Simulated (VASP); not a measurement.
# BN (P6_3/mmc) in VASP: a series of runs, part 2 of 2

VASP 6.6.1. Earlier steps stand in the parts before.

### 4 Electric field gradients, PBEsol (volume scaled by 1.04)

INCAR

```
PREC = Accurate
ENCUT = 520
EDIFF = 1E-8
ISMEAR = -1
SIGMA = 0.02
LREAL = False
LASPH = True
NELM = 100
ALGO = Normal
ISIF = 2
LWAVE = False
LCHARG = False
GGA = PS
LEFG = True
NBANDS = 16
```

KPOINTS

```
regular mesh
0
Gamma
  11 11 4
```

POSCAR

```
BN
1.0
    2.5369427423      0.0000000000      0.0000000000
   -1.2684713712      2.1970568628      0.0000000000
    0.0000000000      0.0000000000      6.7488574207
B N
2 2
Direct
    0.3333333333      0.6666666667      0.2500000000
    0.6666666667      0.3333333333      0.7500000000
    0.3333333333      0.6666666667      0.7500000000
    0.6666666667      0.3333333333      0.2500000000
```

Potentials or basis: VASP PAW PBE potentials, release 64 (B, N).

Run with:

```sh
> cat potpaw_PBE.64/B/POTCAR potpaw_PBE.64/N/POTCAR > POTCAR
> mpirun -np 1 vasp_std > vasp.out
```

OUTCAR:

```text
PREC = Accurate
   ENCUT = 520
   EDIFF = 1E-8
   ISMEAR = -1
   LREAL = False
   LASPH = True
   NELM = 100
   ISIF = 2
   GGA = PS

 ion  position               nearest neighbor table
   1  0.333  0.667  0.250-   4 1.46   4 1.46   4 1.46
   2  0.667  0.333  0.750-   3 1.46   3 1.46   3 1.46
   3  0.333  0.667  0.750-   2 1.46   2 1.46   2 1.46
   4  0.667  0.333  0.250-   1 1.46   1 1.46   1 1.46

  LATTYP: Found a hexagonal cell.
 ALAT       =     2.5369427423
 C/A-ratio  =     2.6602324555

  Lattice vectors:

 A1 = (   2.5369427423,   0.0000000000,   0.0000000000)
 A2 = (  -1.2684713712,   2.1970568628,   0.0000000000)
 A3 = (   0.0000000000,   0.0000000000,   6.7488574207)

Analysis of symmetry for initial positions (statically):
=====================================================================
 Subroutine PRICEL returns:
 Original cell was already a primitive cell.

 Routine SETGRP: Setting up the symmetry group for a
 hexagonal supercell.

 Subroutine GETGRP returns: Found 24 space group operations
 (whereof 12 operations were pure point group operations)
 out of a pool of 24 trial point group operations.

The static configuration has the point symmetry D_3d.
 The point group associated with its full space group is D_6h.

Analysis of symmetry for dynamics (positions and initial velocities):
=====================================================================
 Subroutine PRICEL returns:
 Original cell was already a primitive cell.

 Routine SETGRP: Setting up the symmetry group for a
 hexagonal supercell.

 Subroutine GETGRP returns: Found 24 space group operations
 (whereof 12 operations were pure point group operations)
 out of a pool of 24 trial point group operations.

The dynamic configuration has the point symmetry D_3d.
 The point group associated with its full space group is D_6h.

 Subroutine INISYM returns: Found 24 space group operations
 (whereof 12 operations are pure point group operations),
 and found     1 'primitive' translations

----------------------------------------------------------------------------------------

                                     Primitive cell

  volume of cell :      37.6168

  direct lattice vectors                    reciprocal lattice vectors
     2.536942742  0.000000000  0.000000000     0.394175234  0.227577178  0.000000000
    -1.268471371  2.197056863  0.000000000     0.000000000  0.455154355  0.000000000
     0.000000000  0.000000000  6.748857421     0.000000000  0.000000000  0.148173230

  length of vectors
     2.536942742  2.536942742  6.748857421     0.455154355  0.455154355  0.148173230

  position of ions in fractional coordinates (direct lattice)
     0.333333333  0.666666667  0.250000000
     0.666666667  0.333333333  0.750000000
     0.333333333  0.666666667  0.750000000
     0.666666667  0.333333333  0.250000000

  ion indices of the primitive-cell ions
   primitive index   ion index
                 1           1
                 2           2
                 3           3
                 4           4

[... 84 lines left out ...]
   EMIN   =  10.00;   EMAX   =-10.00  energy-range for DOS
   EFERMI =   0.00;   METHOD = LEGACY
   ISMEAR =    -1;   SIGMA  =   0.02  broadening in eV -4-tet -1-fermi 0-gaus
   EFERMI_NEDOS =   21; number of points for ismear=-14 and -15
   IALGO  =     38    algorithm
   IMIX   =      4    mixing-type and parameters
     AMIX     =   0.40;   BMIX     =  1.00
     AMIX_MAG =   1.60;   BMIX_MAG =  1.00
  volume/ion in A,a.u.               =       9.40        63.46
  Fermi-wavevector in a.u.,A,eV,Ry     =   1.231178  2.326589 20.623692  1.515799
  Thomas-Fermi vector in A             =   2.365997
   LORBIT       =      0    0 simple, 1 ext, 2 COOP (PROOUT), +10 PAW based schemes
   GGA     = PS    functional components
   LHFCALC =     F    Hartree Fock is set to
   AEXX    =    0.0000 exact exchange contribution
   IVDW    =     0    specifies the selected vdW correction
   LEPSILON=     F    determine dielectric tensor
   LRPA    =     F    only Hartree local field effects (RPA)
 non-spin polarized calculation
  energy-cutoff  :      520.00
  volume of cell :       37.62
 maximum number of plane-waves:      1046
 NGX is ok and might be reduce to    20
   NGX =  9   NGY =  9   NGZ = 25

 number of electron      16.0000001 magnetization

 Free energy of the ion-electron system (eV)
  ---------------------------------------------------
  ext. energy  EPLUGINS =         0.00000000
  ---------------------------------------------------
  free energy    TOTEN  =       -36.53247786 eV

  energy without entropy =      -36.53247786  energy(sigma->0) =      -36.53247786

 E-fermi :   2.3980     XC(G=0): -10.1148

 val. band max:        1.9249740881   @ k =   0.3636   0.2727   0.0000
 cond. band min:       6.1070858473   @ k =   0.4545   0.0909   0.0000
 fundamental gap:      4.1821117592
 Fermi energy:         2.3980191231

 k-point     1 :       0.0000    0.0000    0.0000
  band No.  band energies     occupation
      1     -15.6168      2.00000
      2     -15.3449      2.00000
      3      -4.1342      2.00000
      4      -2.0928      2.00000
      5       0.5472      2.00000
      6       0.5472      2.00000
[... 433 lines left out ...]
      3      -2.7922      2.00000
      4      -2.7481      2.00000
      5      -2.3947      2.00000
      6      -1.2089      2.00000
[... 8 lines left out ...]
     15      16.2390      0.00000
     16      16.3145      0.00000

 [... further k-points ...]
[... 5 lines left out ...]
  --------------------------------------------------------------------------------------
  -------------------------------------------------------------------------------------
  Total       -2.9292693     -2.9292693      0.0869883      0.0000000      0.0000000      0.0000000
  in kB     -124.7635351   -124.7635351      3.7050097      0.0000000      0.0000000      0.0000000
  external PRESSURE =     -81.9406868 kB  Pullay stress =       0.0000000 kB

 VOLUME and BASIS-vectors are now :
 -----------------------------------------------------------------------------
  energy-cutoff  :      520.00
  volume of cell :       37.62
      direct lattice vectors                 reciprocal lattice vectors
     2.536942742  0.000000000  0.000000000     0.394175234  0.227577178  0.000000000
    -1.268471371  2.197056863  0.000000000     0.000000000  0.455154355  0.000000000
     0.000000000  0.000000000  6.748857421     0.000000000  0.000000000  0.148173230

 POSITION                                       TOTAL-FORCE (eV/Angst)
 -----------------------------------------------------------------------------------
     -0.00000      1.46470      1.68721        -0.000000      0.000000      0.000000
      1.26847      0.73235      5.06164         0.000000      0.000000      0.000000
     -0.00000      1.46470      5.06164        -0.000000      0.000000      0.000000
      1.26847      0.73235      1.68721         0.000000     -0.000000      0.000000
 -----------------------------------------------------------------------------------
    total drift:                                0.000000     -0.000000      0.000000

  FREE ENERGIE OF THE ION-ELECTRON SYSTEM (eV)
  ---------------------------------------------------
  free  energy   TOTEN  =       -36.5324778632 eV

  energy  without entropy=      -36.5324778632  energy(sigma->0) =      -36.53247786

 Electric field gradients (V/A^2)
---------------------------------------------------------------------
 ion       V_xx      V_yy      V_zz      V_xy      V_xz      V_yz
---------------------------------------------------------------------
   1     -16.868   -16.868    33.737     0.000    -0.000     0.000
   2     -16.868   -16.868    33.737     0.000     0.000    -0.000
   3      -0.048    -0.049     0.096    -0.001     0.000    -0.000
   4      -0.048    -0.049     0.096    -0.001    -0.000     0.000
---------------------------------------------------------------------

 Electric field gradients after diagonalization (V/A^2)
 (convention: |V_zz| > |V_xx| > |V_yy|)
----------------------------------------------------------------------
 ion       V_xx      V_yy      V_zz     asymmetry (V_yy - V_xx)/ V_zz
----------------------------------------------------------------------
   1     -16.868   -16.868    33.737       0.000
   2     -16.868   -16.868    33.737       0.000
   3      -0.049    -0.047     0.096       0.024
   4      -0.049    -0.047     0.096       0.024
----------------------------------------------------------------------

           NMR quadrupolar parameters

 Cq : quadrupolar parameter    Cq=e*Q*V_zz/h
 eta: asymmetry parameters     (V_yy - V_xx)/ V_zz
 Q  : nuclear electric quadrupole moment in mb (millibarn)
----------------------------------------------------------------------
 ion       Cq(MHz)       eta       Q (mb)
----------------------------------------------------------------------
   1       0.082       0.000       1.000
   2       0.082       0.000       1.000
   3       0.000       0.024       1.000
   4       0.000       0.024       1.000
----------------------------------------------------------------------
```

OSZICAR:

```text
N       E                     dE             d eps       ncg     rms          rms(c)
DAV:   1     0.473535334363E+02    0.47354E+02   -0.80064E+03  1536   0.925E+02
DAV:   2    -0.364492461387E+02   -0.83803E+02   -0.76133E+02  2096   0.217E+02
DAV:   3    -0.397071334944E+02   -0.32579E+01   -0.32423E+01  2032   0.423E+01
DAV:   4    -0.397289993848E+02   -0.21866E-01   -0.21862E-01  1912   0.382E+00
DAV:   5    -0.397292027120E+02   -0.20333E-03   -0.20332E-03  1952   0.353E-01    0.107E+01
DAV:   6    -0.368634636653E+02    0.28657E+01   -0.47246E+00  1992   0.165E+01    0.484E+00
DAV:   7    -0.366147500821E+02    0.24871E+00   -0.46336E-01  2088   0.499E+00    0.302E+00
DAV:   8    -0.365363127073E+02    0.78437E-01   -0.20961E-01  1976   0.302E+00    0.460E-01
DAV:   9    -0.365317492479E+02    0.45635E-02   -0.13770E-02  1768   0.934E-01    0.169E-01
DAV:  10    -0.365323909960E+02   -0.64175E-03   -0.11196E-03  1824   0.247E-01    0.305E-02
DAV:  11    -0.365324702170E+02   -0.79221E-04   -0.66468E-05  1920   0.641E-02    0.200E-02
DAV:  12    -0.365324776883E+02   -0.74713E-05   -0.20171E-05  1680   0.306E-02    0.201E-03
DAV:  13    -0.365324778002E+02   -0.11187E-06   -0.49885E-07  2144   0.539E-03    0.856E-04
DAV:  14    -0.365324778639E+02   -0.63780E-07   -0.98865E-08  1640   0.201E-03    0.214E-04
DAV:  15    -0.365324778632E+02    0.72851E-09   -0.77764E-10  1544   0.243E-04
   1 F= -.36532478E+02 E0= -.36532478E+02  d E =-.104915E-11
```

Wall time 28 s (1 thread of Intel Xeon Platinum 8259CL at 2.50GHz (Skylake/Cascade Lake), shared host); peak memory 0.15 GiB.

Results:

```
Free energy            : -36.5325 eV
Pressure               : -8.2 GPa
Band gap on the k mesh : 4.18 eV, indirect (least direct gap 4.51 eV)
```

Stress tensor (GPa, compression positive):
```
-12.48   0.00   0.00
  0.00 -12.48   0.00
  0.00   0.00   0.37
```

Electric field gradients, principal values (V/Å²):
```csv
atom,least,middle,greatest (by size)
1 B,-16.868,-16.868,33.737
2 B,-16.868,-16.868,33.737
3 N,-0.047,-0.049,0.096
4 N,-0.047,-0.049,0.096
```

Caveat: without QUAD_EFG the Cq values of the log hold for a quadrupole moment of 1 mb, not for the nuclei; the PAW data sets were made with another functional, which shifts forces and pressure a little; this functional lacks dispersion, which binds the layers, so the pressure and a relaxed spacing across them are unreliable. A k mesh can miss the band edges.
